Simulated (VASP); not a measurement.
# InPd (Pm-3m) in VASP: further runs

The runs below take InPd through single point, with LDA.

Everything below comes from runs of VASP 6.6.1. Logs are shortened: lines on timing, memory, paths and dates and some standing lists are left out, and cuts for length are marked.

## Step 1: The cell of the first run

It takes space group Pm-3m (No. 221, cubic). The conventional cell has a = 3.304 Å, b = 3.304 Å, c = 3.304 Å, α = 90.00°, β = 90.00°, γ = 90.00°. Within 3.8 Å of In (site symmetry m-3m) lie 8 Pd at 2.86 Å and 6 In at 3.30 Å. Within 3.8 Å of Pd (site symmetry m-3m) lie 8 In at 2.86 Å and 6 Pd at 3.30 Å.

## Step 2: Single point, LDA (volume scaled by 1.03)

INCAR

```
SYSTEM = InPd
ALGO = Normal
EDIFF = 1E-7
ENCUT = 520
GGA = CA
ISIF = 2
ISMEAR = -1
LASPH = .True.
LCHARG = .False.
LREAL = .False.
LWAVE = .False.
NBANDS = 18
NELM = 100
PREC = Accurate
SIGMA = 0.03
```

KPOINTS

```
k-points
0
Gamma
  13 13 13
  0 0 0
```

POSCAR

```
InPd
1.0
    3.3042817858      0.0000000000      0.0000000000
    0.0000000000      3.3042817858      0.0000000000
    0.0000000000      0.0000000000      3.3042817858
In Pd
1 1
Direct
    0.0000000000      0.0000000000      0.0000000000
    0.5000000000      0.5000000000      0.5000000000
```

Potentials or basis: VASP PAW LDA potentials, release 64 (In_d, Pd).

Command:

```console
$ cat potpaw_LDA.64/In_d/POTCAR potpaw_LDA.64/Pd/POTCAR > POTCAR
$ mpirun -np 1 vasp_std > vasp.out
```

OUTCAR:

```text
SYSTEM = InPd
   EDIFF = 1E-7
   ENCUT = 520
   GGA = CA
   ISIF = 2
   ISMEAR = -1
   LASPH = .True.
   LREAL = .False.
   NELM = 100
   PREC = Accurate

 ion  position               nearest neighbor table
   1  0.000  0.000  0.000-   2 2.86   2 2.86   2 2.86   2 2.86   2 2.86   2 2.86   2 2.86   2 2.86

   2  0.500  0.500  0.500-   1 2.86   1 2.86   1 2.86   1 2.86   1 2.86   1 2.86   1 2.86   1 2.86

  LATTYP: Found a simple cubic cell.
 ALAT       =     3.3042817858

  Lattice vectors:

 A1 = (   3.3042817858,   0.0000000000,   0.0000000000)
 A2 = (   0.0000000000,   3.3042817858,   0.0000000000)
 A3 = (   0.0000000000,   0.0000000000,   3.3042817858)

Analysis of symmetry for initial positions (statically):
=====================================================================
 Subroutine PRICEL returns:
 Original cell was already a primitive cell.

 Routine SETGRP: Setting up the symmetry group for a
 simple cubic supercell.

 Subroutine GETGRP returns: Found 48 space group operations
[... 9 lines left out ...]

 Routine SETGRP: Setting up the symmetry group for a
 simple cubic supercell.

 Subroutine GETGRP returns: Found 48 space group operations
[... 11 lines left out ...]
                                     Primitive cell

  volume of cell :      36.0771

  direct lattice vectors                    reciprocal lattice vectors
     3.304281786  0.000000000  0.000000000     0.302637627  0.000000000  0.000000000
     0.000000000  3.304281786  0.000000000     0.000000000  0.302637627  0.000000000
     0.000000000  0.000000000  3.304281786     0.000000000  0.000000000  0.302637627

  length of vectors
     3.304281786  3.304281786  3.304281786     0.302637627  0.302637627  0.302637627

  position of ions in fractional coordinates (direct lattice)
     0.000000000  0.000000000  0.000000000
     0.500000000  0.500000000  0.500000000

  ion indices of the primitive-cell ions
   primitive index   ion index
                 1           1
                 2           2

----------------------------------------------------------------------------------------

 KPOINTS: k-points

Automatic generation of k-mesh.
 Grid dimensions read from file:
 generate k-points for:   13   13   13

 Generating k-lattice:

  Cartesian coordinates                     Fractional coordinates (reciprocal lattice)
     0.023279817  0.000000000  0.000000000     0.076923077  0.000000000  0.000000000
     0.000000000  0.023279817  0.000000000     0.000000000  0.076923077  0.000000000
     0.000000000  0.000000000  0.023279817     0.000000000  0.000000000  0.076923077

  Length of vectors
     0.023279817  0.023279817  0.023279817

  Shift w.r.t. Gamma in fractional coordinates (k-lattice)
     0.000000000  0.000000000  0.000000000

 Subroutine IBZKPT returns following result:
 ===========================================

 Found     84 irreducible k-points:

 Following reciprocal coordinates:
            Coordinates               Weight
  0.000000  0.000000  0.000000      1.000000
  0.076923  0.000000  0.000000      6.000000
  0.153846  0.000000  0.000000      6.000000
  0.230769  0.000000  0.000000      6.000000
  0.307692  0.000000  0.000000      6.000000
  0.384615  0.000000  0.000000      6.000000
[... 16 lines left out ...]
  0.307692  0.307692  0.000000     12.000000
  0.384615  0.307692  0.000000     24.000000
 [... further k-points ...]
   k-points           NKPTS =     84   k-points in BZ     NKDIM =     84   number of bands    NBANDS=     18
   number of dos      NEDOS =    301   number of ions     NIONS =      2
   total plane-waves  NPLWV =  21952
   dimension x,y,z NGX =    28 NGY =   28 NGZ =   28
   dimension x,y,z NGXF=    56 NGYF=   56 NGZF=   56
   ions per type =               1   1
   NGX,Y,Z   is equivalent  to a cutoff of  14.09, 14.09, 14.09 a.u.
   NGXF,Y,Z  is equivalent  to a cutoff of  28.17, 28.17, 28.17 a.u.
 SYSTEM =  InPd
   PREC   = accura    normal or accurate (medium, high low for compatibility)
   ISTART =      0    job   : 0-new  1-cont  2-samecut
   ICHARG =      2    charge: 1-file 2-atom 10-const
   ISPIN  =      1    spin polarized calculation?
   LNONCOLLINEAR =      F non collinear calculations
   LSORBIT =      F    spin-orbit coupling
   LASPH  =      T    aspherical Exc in radial PAW
   ENCUT  =  520.0 eV  38.22 Ry    6.18 a.u.   6.14  6.14  6.14*2*pi/ulx,y,z
   NELM   =    100;   NELMIN=  2; NELMDL= -5     # of ELM steps
   EDIFF  = 0.1E-06   stopping-criterion for ELM
   LREAL  =      F    real-space projection
   EDIFFG = 0.1E-05   stopping-criterion for IOM
   NSW    =      0    number of steps for IOM
   IBRION =     -1    ionic relax: 0-MD 1-quasi-New 2-CG
   NFREE  =      0    steps in history (QN), initial steepest desc. (CG)
   ISIF   =      2    stress and relaxation
   ISYM   =      2    0-nonsym 1-usesym 2-fastsym
   POTIM  = 0.5000    time-step for ionic-motion
   TEBEG  =    0.0;   TEEND  =   0.0 temperature during run
   PSTRESS=    0.0 pullay stress
   NELECT =      23.0000    total number of electrons
   NUPDOWN=      -1.0000    fix difference up-down
   EMIN   =  10.00;   EMAX   =-10.00  energy-range for DOS
   EFERMI =   0.00;   METHOD = LEGACY
   ISMEAR =    -1;   SIGMA  =   0.03  broadening in eV -4-tet -1-fermi 0-gaus
   EFERMI_NEDOS =   21; number of points for ismear=-14 and -15
   IALGO  =     38    algorithm
   IMIX   =      4    mixing-type and parameters
     AMIX     =   0.40;   BMIX     =  1.00
     AMIX_MAG =   1.60;   BMIX_MAG =  1.00
  volume/ion in A,a.u.               =      18.04       121.73
  Fermi-wavevector in a.u.,A,eV,Ry     =   1.408987  2.662600 27.010895  1.985245
  Thomas-Fermi vector in A             =   2.531089
   LORBIT       =      0    0 simple, 1 ext, 2 COOP (PROOUT), +10 PAW based schemes
   GGA     = CA    functional components
   LHFCALC =     F    Hartree Fock is set to
   AEXX    =    0.0000 exact exchange contribution
   IVDW    =     0    specifies the selected vdW correction
   LEPSILON=     F    determine dielectric tensor
   LRPA    =     F    only Hartree local field effects (RPA)
 non-spin polarized calculation
  energy-cutoff  :      520.00
  volume of cell :       36.08
 maximum number of plane-waves:       986
 NGX is ok and might be reduce to    28
   NGX = 13   NGY = 13   NGZ = 13

 number of electron      23.0000003 magnetization

 Free energy of the ion-electron system (eV)
  ---------------------------------------------------
  ext. energy  EPLUGINS =         0.00000000
  ---------------------------------------------------
  free energy    TOTEN  =       -10.71184050 eV

  energy without entropy =      -10.70819691  energy(sigma->0) =      -10.71001870

 E-fermi :   9.7994     XC(G=0): -12.3722

 val. band max:        9.7932959430   @ k =   0.4615   0.3846   0.3846
 cond. band min:       9.7999119265   @ k =   0.3846   0.3846   0.1538
 fundamental gap:      0.0066159834
 Fermi energy:         9.7994391299

 k-point     1 :       0.0000    0.0000    0.0000
  band No.  band energies     occupation
      1      -5.0079      2.00000
      2      -5.0079      2.00000
      3      -4.6294      2.00000
      4      -4.6294      2.00000
      5      -4.6294      2.00000
      6      -0.0946      2.00000
[... 10 lines left out ...]
     17      20.2758      0.00000
     18      25.7413      0.00000

 k-point     2 :       0.0769    0.0000    0.0000
  band No.  band energies     occupation
      1      -5.0049      2.00000
      2      -4.9889      2.00000
      3      -4.6352      2.00000
      4      -4.6352      2.00000
      5      -4.6277      2.00000
      6      -0.0030      2.00000
[... 10 lines left out ...]
     17      20.7614      0.00000
     18      25.5164      0.00000

 k-point     3 :       0.1538    0.0000    0.0000
  band No.  band energies     occupation
      1      -4.9966      2.00000
      2      -4.9366      2.00000
      3      -4.6513      2.00000
      4      -4.6513      2.00000
      5      -4.6231      2.00000
      6       0.2714      2.00000
[... 10 lines left out ...]
     17      22.3240      0.00000
     18      24.9882      0.00000

 k-point     4 :       0.2308    0.0000    0.0000
  band No.  band energies     occupation
      1      -4.9849      2.00000
      2      -4.8630      2.00000
      3      -4.6737      2.00000
      4      -4.6737      2.00000
      5      -4.6164      2.00000
      6       0.7259      2.00000
[... 10 lines left out ...]
     17      24.4432      0.00000
     18      24.4876      0.00000

 k-point     5 :       0.3077    0.0000    0.0000
  band No.  band energies     occupation
      1      -4.9724      2.00000
      2      -4.7853      2.00000
      3      -4.6975      2.00000
      4      -4.6975      2.00000
      5      -4.6094      2.00000
      6       1.3534      2.00000
[... 10 lines left out ...]
     17      23.4093      0.00000
     18      23.4111      0.00000

 k-point     6 :       0.3846    0.0000    0.0000
  band No.  band energies     occupation
      1      -4.9620      2.00000
      2      -4.7212      2.00000
      3      -4.7171      2.00000
      4      -4.7171      2.00000
      5      -4.6035      2.00000
      6       2.1355      2.00000
[... 307 lines left out ...]
 k-point    21 :       0.3846    0.2308    0.0000
  band No.  band energies     occupation
      1      -4.8845      2.00000
      2      -4.8156      2.00000
      3      -4.7283      2.00000
      4      -4.6699      2.00000
      5      -4.6359      2.00000
      6       2.7184      2.00000
[... 10 lines left out ...]
     17      22.3099      0.00000
     18      22.3756      0.00000

 k-point    22 :       0.4615    0.2308    0.0000
  band No.  band energies     occupation
      1      -4.8787      2.00000
      2      -4.8331      2.00000
      3      -4.7409      2.00000
      4      -4.6709      2.00000
      5      -4.6001      2.00000
      6       3.3154      2.00000
[... 10 lines left out ...]
     17      21.4307      0.00000
     18      21.9605      0.00000

 k-point    23 :       0.3077    0.3077    0.0000
  band No.  band energies     occupation
      1      -4.8736      2.00000
      2      -4.8296      2.00000
      3      -4.7168      2.00000
      4      -4.6932      2.00000
      5      -4.6324      2.00000
      6       2.5509      2.00000
[... 10 lines left out ...]
     17      22.4227      0.00000
     18      23.2388      0.00000

 k-point    24 :       0.3846    0.3077    0.0000
  band No.  band energies     occupation
      1      -4.8689      2.00000
      2      -4.8578      2.00000
      3      -4.7348      2.00000
      4      -4.7048      2.00000
      5      -4.5725      2.00000
      6       3.0811      2.00000
[... 10 lines left out ...]
     17      21.9245      0.00000
     18      22.5731      0.00000

 [... further k-points ...]
[... 5 lines left out ...]
  --------------------------------------------------------------------------------------
  -------------------------------------------------------------------------------------
  Total       -2.1183778     -2.1183778     -2.1183778     -0.0000000      0.0000000     -0.0000000
  in kB      -94.0768510    -94.0768510    -94.0768510     -0.0000000      0.0000000     -0.0000000
  external PRESSURE =     -94.0768510 kB  Pullay stress =       0.0000000 kB

 VOLUME and BASIS-vectors are now :
 -----------------------------------------------------------------------------
  energy-cutoff  :      520.00
  volume of cell :       36.08
      direct lattice vectors                 reciprocal lattice vectors
     3.304281786  0.000000000  0.000000000     0.302637627  0.000000000  0.000000000
     0.000000000  3.304281786  0.000000000     0.000000000  0.302637627  0.000000000
     0.000000000  0.000000000  3.304281786     0.000000000  0.000000000  0.302637627

 POSITION                                       TOTAL-FORCE (eV/Angst)
 -----------------------------------------------------------------------------------
      0.00000      0.00000      0.00000         0.000000      0.000000      0.000000
      1.65214      1.65214      1.65214         0.000000      0.000000      0.000000
 -----------------------------------------------------------------------------------
    total drift:                                0.000000      0.000000      0.000000

  FREE ENERGIE OF THE ION-ELECTRON SYSTEM (eV)
  ---------------------------------------------------
  free  energy   TOTEN  =       -10.7118404986 eV

  energy  without entropy=      -10.7081969072  energy(sigma->0) =      -10.71001870
```

It took 63 s on 1 thread of AMD EPYC 7R43 (Zen 3), shared host; peak memory 0.14 GiB.

Results:

```
Free energy : -10.7118 eV
Pressure    : -9.4 GPa
```

Caveat: spin-orbit coupling is left out, which moves the levels of the heavy elements.

## Step 3: Single point, LDA (volume scaled by 1.06)

INCAR

```
SYSTEM = InPd
PREC = Accurate ; ENCUT = 520
EDIFF = 1E-6 ; ISMEAR = -1
SIGMA = 0.03 ; LREAL = .False.
LASPH = .True. ; NELM = 60
ALGO = Normal ; ISIF = 2
LWAVE = .False. ; LCHARG = .True.
GGA = CA ; LELF = .True.
LVHAR = .True. ; NBANDS = 18
```

KPOINTS

```
regular mesh
0
Gamma
  13 13 13
  0 0 0
```

POSCAR

```
InPd
1.0
    3.3360556752      0.0000000000      0.0000000000
    0.0000000000      3.3360556752      0.0000000000
    0.0000000000      0.0000000000      3.3360556752
In Pd
1 1
Direct
    0.0000000000      0.0000000000      0.0000000000
    0.5000000000      0.5000000000      0.5000000000
```

Potentials or basis: VASP PAW LDA potentials, release 64 (In_d, Pd).

Command:

```console
$ cat potpaw_LDA.64/In_d/POTCAR potpaw_LDA.64/Pd/POTCAR > POTCAR
$ mpirun -np 1 vasp_std > vasp.out
```

OUTCAR:

```text
SYSTEM = InPd
   PREC = Accurate
   ENCUT = 520
   EDIFF = 1E-6
   ISMEAR = -1
   LREAL = .False.
   LASPH = .True.
   NELM = 60
   ISIF = 2
   GGA = CA

 ion  position               nearest neighbor table
   1  0.000  0.000  0.000-   2 2.89   2 2.89   2 2.89   2 2.89   2 2.89   2 2.89   2 2.89   2 2.89

   2  0.500  0.500  0.500-   1 2.89   1 2.89   1 2.89   1 2.89   1 2.89   1 2.89   1 2.89   1 2.89

  LATTYP: Found a simple cubic cell.
 ALAT       =     3.3360556752

[... 692 lines left out ...]

------------------------ aborting loop because EDIFF is reached ----------------------------------------

  FORCE on cell =-STRESS in cart. coord.  units (eV):
  Direction    XX          YY          ZZ          XY          YZ          ZX
  --------------------------------------------------------------------------------------
  -------------------------------------------------------------------------------------
  Total       -2.7221424     -2.7221424     -2.7221424     -0.0000000     -0.0000000      0.0000000
  in kB     -117.4685340   -117.4685340   -117.4685340     -0.0000000     -0.0000000      0.0000000
  external PRESSURE =    -117.4685340 kB  Pullay stress =       0.0000000 kB

 VOLUME and BASIS-vectors are now :
 -----------------------------------------------------------------------------
  energy-cutoff  :      520.00
  volume of cell :       37.13
      direct lattice vectors                 reciprocal lattice vectors
     3.336055675  0.000000000  0.000000000     0.299755189  0.000000000  0.000000000
     0.000000000  3.336055675  0.000000000     0.000000000  0.299755189  0.000000000
     0.000000000  0.000000000  3.336055675     0.000000000  0.000000000  0.299755189

 POSITION                                       TOTAL-FORCE (eV/Angst)
 -----------------------------------------------------------------------------------
      0.00000      0.00000      0.00000         0.000000      0.000000      0.000000
      1.66803      1.66803      1.66803         0.000000      0.000000      0.000000
 -----------------------------------------------------------------------------------
    total drift:                                0.000000      0.000000      0.000000

  FREE ENERGIE OF THE ION-ELECTRON SYSTEM (eV)
  ---------------------------------------------------
  free  energy   TOTEN  =       -10.6428063645 eV

  energy  without entropy=      -10.6398731760  energy(sigma->0) =      -10.64133977
```

stdout:

```text
POSCAR found type information on POSCAR InPd
 POSCAR found :  2 types and       2 ions
 scaLAPACK will be used
 LDA part: xc-table for (Slater(with rela. corr.)+CA(PZ))
 , standard interpolation
 POSCAR, INCAR and KPOINTS ok, starting setup
 FFT: planning ... GRIDC
 FFT: planning ... GRID_SOFT
 FFT: planning ... GRID
 WAVECAR not read
 entering main loop
```

It took 57 s on 1 thread of AMD EPYC 7R43 (Zen 3), shared host; peak memory 0.14 GiB.

What came out:

| Item | Value |
| --- | --- |
| Free energy | -10.6428 eV |
| Pressure | -11.7 GPa |

Levels at points of the mesh, in eV from the Fermi level:
```tsv
k point	band 8	band 9	band 10	band 11	band 12	band 13	band 14	band 15
(0.00, 0.00, 0.00)	-3.55	-2.16	-2.16	-2.16	4.04	4.04	4.04	8.52
```

Caveat: spin-orbit coupling is left out, which moves the levels of the heavy elements.
